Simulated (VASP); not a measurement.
# Ag (P6_3/mmc) in VASP: notebook

Ag is run at these levels: LDA; tasks: single point.

Program: VASP 6.6.1. These are calculated values, not measurements. Logs are shortened: lines on timing, memory, paths and dates and some standing lists are left out, and cuts for length are marked.

## 1. The cell of the first run

Symmetry: P6_3/mmc, No. 194, hexagonal system. The conventional cell has a = 3.093 Å, b = 3.093 Å, c = 4.298 Å, α = 90.00°, β = 90.00°, γ = 120.00°. Within 3.7 Å of Ag (site symmetry -6m2) lie 12 Ag at 2.79 to 3.09 Å.

## 2. Single point, LDA

INCAR reads:

```
PREC = Accurate ; ENCUT = 520
EDIFF = 1E-6 ; ISMEAR = 1
SIGMA = 0.1 ; LREAL = False
LASPH = True ; NELM = 80
ALGO = Fast ; ISIF = 2
LWAVE = False ; LCHARG = False
GGA = CA ; NBANDS = 18
```

KPOINTS reads:

```
regular mesh
0
Gamma
  24 24 12
```

POSCAR reads:

```
Ag
1.0
    3.0931028461      0.0000000000      0.0000000000
   -1.5465514230      2.6787056412      0.0000000000
    0.0000000000      0.0000000000      4.2981489721
Ag
2
Direct
    0.3333333333      0.6666666667      0.2500000000
    0.6666666667      0.3333333333      0.7500000000
```

Potentials or basis: VASP PAW LDA potentials, release 64 (Ag).

Command:

```console
> cat potpaw_LDA.64/Ag/POTCAR > POTCAR
> mpirun -np 1 vasp_std > vasp.out
```

OUTCAR:

```text
PREC = Accurate
   ENCUT = 520
   EDIFF = 1E-6
   ISMEAR = 1
   LREAL = False
   LASPH = True
   NELM = 80
   ISIF = 2
   GGA = CA

 ion  position               nearest neighbor table
   1  0.333  0.667  0.250-   2 2.79   2 2.79   2 2.79   2 2.79   2 2.79   2 2.79
   2  0.667  0.333  0.750-   1 2.79   1 2.79   1 2.79   1 2.79   1 2.79   1 2.79

  LATTYP: Found a hexagonal cell.
 ALAT       =     3.0931028461
 C/A-ratio  =     1.3895913540

  Lattice vectors:

 A1 = (   3.0931028461,   0.0000000000,   0.0000000000)
 A2 = (  -1.5465514230,   2.6787056412,   0.0000000000)
 A3 = (   0.0000000000,   0.0000000000,   4.2981489721)

Analysis of symmetry for initial positions (statically):
=====================================================================
 Subroutine PRICEL returns:
 Original cell was already a primitive cell.

 Routine SETGRP: Setting up the symmetry group for a
 hexagonal supercell.

 Subroutine GETGRP returns: Found 24 space group operations
 (whereof 12 operations were pure point group operations)
 out of a pool of 24 trial point group operations.

The static configuration has the point symmetry D_3d.
 The point group associated with its full space group is D_6h.

Analysis of symmetry for dynamics (positions and initial velocities):
=====================================================================
 Subroutine PRICEL returns:
 Original cell was already a primitive cell.

 Routine SETGRP: Setting up the symmetry group for a
 hexagonal supercell.

 Subroutine GETGRP returns: Found 24 space group operations
 (whereof 12 operations were pure point group operations)
 out of a pool of 24 trial point group operations.

The dynamic configuration has the point symmetry D_3d.
 The point group associated with its full space group is D_6h.

 Subroutine INISYM returns: Found 24 space group operations
 (whereof 12 operations are pure point group operations),
 and found     1 'primitive' translations

----------------------------------------------------------------------------------------

                                     Primitive cell

  volume of cell :      35.6124

  direct lattice vectors                    reciprocal lattice vectors
     3.093102846  0.000000000  0.000000000     0.323299951  0.186657314  0.000000000
    -1.546551423  2.678705641  0.000000000     0.000000000  0.373314628  0.000000000
     0.000000000  0.000000000  4.298148972     0.000000000  0.000000000  0.232658292

  length of vectors
     3.093102846  3.093102846  4.298148972     0.373314628  0.373314628  0.232658292

  position of ions in fractional coordinates (direct lattice)
     0.333333333  0.666666667  0.250000000
     0.666666667  0.333333333  0.750000000

  ion indices of the primitive-cell ions
   primitive index   ion index
                 1           1
                 2           2

----------------------------------------------------------------------------------------

 KPOINTS: regular mesh

Automatic generation of k-mesh.
 Grid dimensions read from file:
 generate k-points for:   24   24   12

 Generating k-lattice:

  Cartesian coordinates                     Fractional coordinates (reciprocal lattice)
     0.013470831  0.007777388  0.000000000     0.041666667  0.000000000  0.000000000
     0.000000000  0.015554776  0.000000000     0.000000000  0.041666667  0.000000000
     0.000000000  0.000000000  0.019388191     0.000000000  0.000000000  0.083333333

  Length of vectors
     0.015554776  0.015554776  0.019388191

  Shift w.r.t. Gamma in fractional coordinates (k-lattice)
     0.000000000  0.000000000  0.000000000

 Subroutine IBZKPT returns following result:
 ===========================================

 Found    427 irreducible k-points:

 Following reciprocal coordinates:
            Coordinates               Weight
  0.000000  0.000000  0.000000      1.000000
  0.041667 -0.000000  0.000000      6.000000
  0.083333 -0.000000  0.000000      6.000000
  0.125000 -0.000000  0.000000      6.000000
  0.166667 -0.000000  0.000000      6.000000
  0.208333 -0.000000  0.000000      6.000000
[... 16 lines left out ...]
  0.416667  0.041667  0.000000     12.000000
  0.458333  0.041667  0.000000     12.000000
 [... further k-points ...]
   k-points           NKPTS =    427   k-points in BZ     NKDIM =    427   number of bands    NBANDS=     18
   number of dos      NEDOS =    301   number of ions     NIONS =      2
   total plane-waves  NPLWV =  18432
   dimension x,y,z NGX =    24 NGY =   24 NGZ =   32
   dimension x,y,z NGXF=    48 NGYF=   48 NGZF=   64
   ions per type =               2
   NGX,Y,Z   is equivalent  to a cutoff of  12.90, 12.90, 12.38 a.u.
   NGXF,Y,Z  is equivalent  to a cutoff of  25.80, 25.80, 24.75 a.u.
 SYSTEM =  unknown system
   PREC   = accura    normal or accurate (medium, high low for compatibility)
   ISTART =      0    job   : 0-new  1-cont  2-samecut
   ICHARG =      2    charge: 1-file 2-atom 10-const
   ISPIN  =      1    spin polarized calculation?
   LNONCOLLINEAR =      F non collinear calculations
   LSORBIT =      F    spin-orbit coupling
   LASPH  =      T    aspherical Exc in radial PAW
   ENCUT  =  520.0 eV  38.22 Ry    6.18 a.u.   5.75  5.75  7.99*2*pi/ulx,y,z
   NELM   =     80;   NELMIN=  2; NELMDL= -5     # of ELM steps
   EDIFF  = 0.1E-05   stopping-criterion for ELM
   LREAL  =      F    real-space projection
   EDIFFG = 0.1E-04   stopping-criterion for IOM
   NSW    =      0    number of steps for IOM
   IBRION =     -1    ionic relax: 0-MD 1-quasi-New 2-CG
   NFREE  =      0    steps in history (QN), initial steepest desc. (CG)
   ISIF   =      2    stress and relaxation
   ISYM   =      2    0-nonsym 1-usesym 2-fastsym
   POTIM  = 0.5000    time-step for ionic-motion
   TEBEG  =    0.0;   TEEND  =   0.0 temperature during run
   PSTRESS=    0.0 pullay stress
   NELECT =      22.0000    total number of electrons
   NUPDOWN=      -1.0000    fix difference up-down
   EMIN   =  10.00;   EMAX   =-10.00  energy-range for DOS
   EFERMI =   0.00;   METHOD = LEGACY
   ISMEAR =     1;   SIGMA  =   0.10  broadening in eV -4-tet -1-fermi 0-gaus
   EFERMI_NEDOS =   21; number of points for ismear=-14 and -15
   IALGO  =     68    algorithm
   IMIX   =      4    mixing-type and parameters
     AMIX     =   0.40;   BMIX     =  1.00
     AMIX_MAG =   1.60;   BMIX_MAG =  1.00
  volume/ion in A,a.u.               =      17.81       120.16
  Fermi-wavevector in a.u.,A,eV,Ry     =   1.394276  2.634800 26.449806  1.944006
  Thomas-Fermi vector in A             =   2.517841
   LORBIT       =      0    0 simple, 1 ext, 2 COOP (PROOUT), +10 PAW based schemes
   GGA     = CA    functional components
   LHFCALC =     F    Hartree Fock is set to
   AEXX    =    0.0000 exact exchange contribution
   IVDW    =     0    specifies the selected vdW correction
   LEPSILON=     F    determine dielectric tensor
   LRPA    =     F    only Hartree local field effects (RPA)
 non-spin polarized calculation
 RMM-DIIS sequential band-by-band and
 Methfessel and Paxton  Order N= 1 SIGMA  =   0.10
  energy-cutoff  :      520.00
  volume of cell :       35.61
 maximum number of plane-waves:       972
 NGX is ok and might be reduce to    24

 number of electron      22.0000004 magnetization

 Free energy of the ion-electron system (eV)
  ---------------------------------------------------
  ext. energy  EPLUGINS =         0.00000000
  ---------------------------------------------------
  free energy    TOTEN  =        -7.29716413 eV

  energy without entropy =       -7.29722564  energy(sigma->0) =       -7.29718463

 E-fermi :   7.5809     XC(G=0): -12.3117

 val. band max:        7.5807993801   @ k =   0.0833  -0.0000   0.1667
 cond. band min:       7.5908015840   @ k =   0.3333   0.0417   0.4167
 fundamental gap:      0.0100022039
 Fermi energy:         7.5809305173

 k-point     1 :       0.0000    0.0000    0.0000
  band No.  band energies     occupation
      1       0.0352      2.00000
      2       1.4264      2.00000
      3       2.9922      2.00000
      4       2.9922      2.00000
      5       3.0313      2.00000
      6       3.0313      2.00000
[... 10 lines left out ...]
     17      24.6967      0.00000
     18      25.3976      0.00000

 k-point     2 :       0.0417   -0.0000    0.0000
  band No.  band energies     occupation
      1       0.0761      2.00000
      2       1.4439      2.00000
      3       2.9601      2.00000
      4       3.0120      2.00000
      5       3.0170      2.00000
      6       3.0183      2.00000
[... 10 lines left out ...]
     17      24.8726      0.00000
     18      25.8131      0.00000

 k-point     3 :       0.0833   -0.0000    0.0000
  band No.  band energies     occupation
      1       0.1970      2.00000
      2       1.4935      2.00000
      3       2.8798      2.00000
      4       2.9762      2.00000
      5       2.9775      2.00000
      6       3.0705      2.00000
[... 10 lines left out ...]
     17      25.1635      0.00000
     18      26.6181      0.00000

 k-point     4 :       0.1250   -0.0000    0.0000
  band No.  band energies     occupation
      1       0.3926      2.00000
      2       1.5663      2.00000
      3       2.7797      2.00000
      4       2.9046      2.00000
      5       2.9143      2.00000
      6       3.1648      2.00000
[... 375 lines left out ...]
      4       2.4593      2.00000
      5       3.3097      2.00000
      6       3.5745      2.00000
[... 10 lines left out ...]
     17      19.9637      0.00000
     18      22.7511      0.00000

 k-point    23 :       0.4167    0.0417    0.0000
  band No.  band energies     occupation
      1       1.5275      2.00000
      2       1.8096      2.00000
      3       1.8752      2.00000
      4       2.4252      2.00000
      5       3.4874      2.00000
      6       3.5568      2.00000
[... 10 lines left out ...]
     17      19.2202      0.00000
     18      22.7724      0.00000

 k-point    24 :       0.4583    0.0417    0.0000
  band No.  band energies     occupation
      1       1.5047      2.00000
      2       1.8141      2.00000
      3       1.8343      2.00000
      4       2.4078      2.00000
      5       3.5483      2.00000
      6       3.5885      2.00000
[... 10 lines left out ...]
     17      18.7326      0.00000
     18      22.7925      0.00000

 [... further k-points ...]
[... 5 lines left out ...]
  --------------------------------------------------------------------------------------
  -------------------------------------------------------------------------------------
  Total       -2.4610028     -2.4610028     -0.3581201     -0.0000000     -0.0000000      0.0000000
  in kB     -110.7189301   -110.7189301    -16.1115932     -0.0000000     -0.0000000      0.0000000
  external PRESSURE =     -79.1831511 kB  Pullay stress =       0.0000000 kB

 VOLUME and BASIS-vectors are now :
 -----------------------------------------------------------------------------
  energy-cutoff  :      520.00
  volume of cell :       35.61
      direct lattice vectors                 reciprocal lattice vectors
     3.093102846  0.000000000  0.000000000     0.323299951  0.186657314  0.000000000
    -1.546551423  2.678705641  0.000000000     0.000000000  0.373314628  0.000000000
     0.000000000  0.000000000  4.298148972     0.000000000  0.000000000  0.232658292

 POSITION                                       TOTAL-FORCE (eV/Angst)
 -----------------------------------------------------------------------------------
     -0.00000      1.78580      1.07454         0.000000     -0.000000      0.000000
      1.54655      0.89290      3.22361        -0.000000      0.000000      0.000000
 -----------------------------------------------------------------------------------
    total drift:                               -0.000000      0.000000     -0.000000

  FREE ENERGIE OF THE ION-ELECTRON SYSTEM (eV)
  ---------------------------------------------------
  free  energy   TOTEN  =        -7.2971641319 eV

  energy  without entropy=       -7.2972256355  energy(sigma->0) =       -7.29718463
```

Run time: 97 s. Hardware: 1 thread of Intel Xeon 6975P-C, shared host; peak memory 0.31 GiB.

Results:

```
Free energy            : -7.2972 eV
Pressure               : -7.9 GPa
Band gap on the k mesh : zero (band 11 reaches 10.86 eV, above the bottom of band 12 at 4.35 eV)
```

Levels at points of the mesh, in eV from the Fermi level:
| k point | band 7 | band 8 | band 9 | band 10 | band 11 | band 12 | band 13 | band 14 | band 15 | band 16 |
| --- | --- | --- | --- | --- | --- | --- | --- | --- | --- | --- |
| (0.00, 0.00, 0.00) | -4.22 | -4.22 | -4.00 | -2.99 | -2.99 | 1.03 | 5.58 | 14.37 | 15.15 | 15.15 |
| (0.50, 0.00, 0.00) | -3.76 | -3.34 | -3.03 | -2.59 | -0.43 | 0.65 | 7.78 | 7.85 | 8.51 | 10.24 |
| (0.00, 0.00, 0.50) | -4.03 | -4.03 | -3.23 | -3.23 | -3.23 | -3.23 | 14.08 | 14.08 | 15.06 | 15.06 |
| (0.50, 0.00, 0.50) | -3.18 | -3.18 | -3.11 | -3.11 | 0.59 | 0.59 | 4.06 | 4.06 | 12.17 | 12.17 |

## 3. Single point, LDA

This run uses another cell than the first one, of the same volume but with other edges.

INCAR reads:

```
ALGO = Fast ; EDIFF = 1E-6
ENCUT = 520 ; GGA = CA
ISIF = 2 ; ISMEAR = 1
LASPH = True ; LCHARG = False
LREAL = False ; LWAVE = False
NBANDS = 18 ; NELM = 80
PREC = Accurate ; SIGMA = 0.1
```

KPOINTS reads:

```
k-points
0
Gamma
  24 24 12
```

POSCAR reads:

```
Ag
1.0
    2.7572337582      0.0000000000      0.0000000000
   -1.3786168791      2.3878344788      0.0000000000
    0.0000000000      0.0000000000      5.4090750940
Ag
2
Direct
    0.3333333333      0.6666666667      0.2500000000
    0.6666666667      0.3333333333      0.7500000000
```

Potentials or basis: VASP PAW LDA potentials, release 64 (Ag).

Command:

```console
> cat potpaw_LDA.64/Ag/POTCAR > POTCAR
> mpirun -np 1 vasp_std > vasp.out
```

OUTCAR:

```text
EDIFF = 1E-6
   ENCUT = 520
   GGA = CA
   ISIF = 2
   ISMEAR = 1
   LASPH = True
   LREAL = False
   NELM = 80
   PREC = Accurate

 ion  position               nearest neighbor table
   1  0.333  0.667  0.250-   2 3.14   2 3.14   2 3.14   2 3.14   2 3.14   2 3.14
   2  0.667  0.333  0.750-   1 3.14   1 3.14   1 3.14   1 3.14   1 3.14   1 3.14

  LATTYP: Found a hexagonal cell.
 ALAT       =     2.7572337582
 C/A-ratio  =     1.9617760293

  Lattice vectors:

 A1 = (   2.7572337582,   0.0000000000,   0.0000000000)
[... 195 lines left out ...]
      6       2.9827      2.00000
[... 481 lines left out ...]
      5       3.3658      2.00000
      6       3.4791      2.00000
[... 10 lines left out ...]
     17      19.8701      0.00000
     18      23.8313      0.00000

 [... further k-points ...]
[... 5 lines left out ...]
  --------------------------------------------------------------------------------------
  -------------------------------------------------------------------------------------
  Total       -0.3745797     -0.3745797     -3.5318579      0.0000000     -0.0000000      0.0000000
  in kB      -16.8520974    -16.8520974   -158.8960075      0.0000000     -0.0000000      0.0000000
  external PRESSURE =     -64.2000674 kB  Pullay stress =       0.0000000 kB

 VOLUME and BASIS-vectors are now :
 -----------------------------------------------------------------------------
  energy-cutoff  :      520.00
  volume of cell :       35.61
      direct lattice vectors                 reciprocal lattice vectors
     2.757233758  0.000000000  0.000000000     0.362682343  0.209394748  0.000000000
    -1.378616879  2.387834479  0.000000000     0.000000000  0.418789497  0.000000000
     0.000000000  0.000000000  5.409075094     0.000000000  0.000000000  0.184874490

 POSITION                                       TOTAL-FORCE (eV/Angst)
 -----------------------------------------------------------------------------------
     -0.00000      1.59189      1.35227        -0.000000      0.000000      0.000000
      1.37862      0.79594      4.05681         0.000000     -0.000000      0.000000
 -----------------------------------------------------------------------------------
    total drift:                               -0.000000      0.000000     -0.000000

  FREE ENERGIE OF THE ION-ELECTRON SYSTEM (eV)
  ---------------------------------------------------
  free  energy   TOTEN  =        -7.2461981935 eV

  energy  without entropy=       -7.2466696936  energy(sigma->0) =       -7.24635536
```

stdout:

```text
POSCAR found type information on POSCAR Ag
 POSCAR found :  1 types and       2 ions
 scaLAPACK will be used
 LDA part: xc-table for (Slater(with rela. corr.)+CA(PZ))
 , standard interpolation
 POSCAR, INCAR and KPOINTS ok, starting setup
 FFT: planning ... GRIDC
 FFT: planning ... GRID_SOFT
 FFT: planning ... GRID
 WAVECAR not read
 entering main loop
```

Wall time 2.2 min (1 thread of Intel Xeon 6975P-C, shared host); peak memory 0.32 GiB.

What came out:

- Free energy: -7.2462 eV
- Pressure: -6.4 GPa
- Band gap on the k mesh: zero (band 11 reaches 12.47 eV, above the bottom of band 12 at 4.35 eV)

Levels at points of the mesh, in eV from the Fermi level:
```tsv
k point	band 9	band 10	band 11	band 12	band 13	band 14
(0.00, 0.00, 0.00)	-3.50	-3.07	-3.07	-1.39	1.05	13.08
(0.50, 0.00, 0.00)	-2.54	-2.50	0.55	2.04	5.90	6.34
(0.00, 0.00, 0.50)	-3.26	-3.26	-3.26	-3.26	7.15	7.15
(0.50, 0.00, 0.50)	-2.52	-2.52	0.99	0.99	4.89	4.89
```

[end of part 1 of 2]
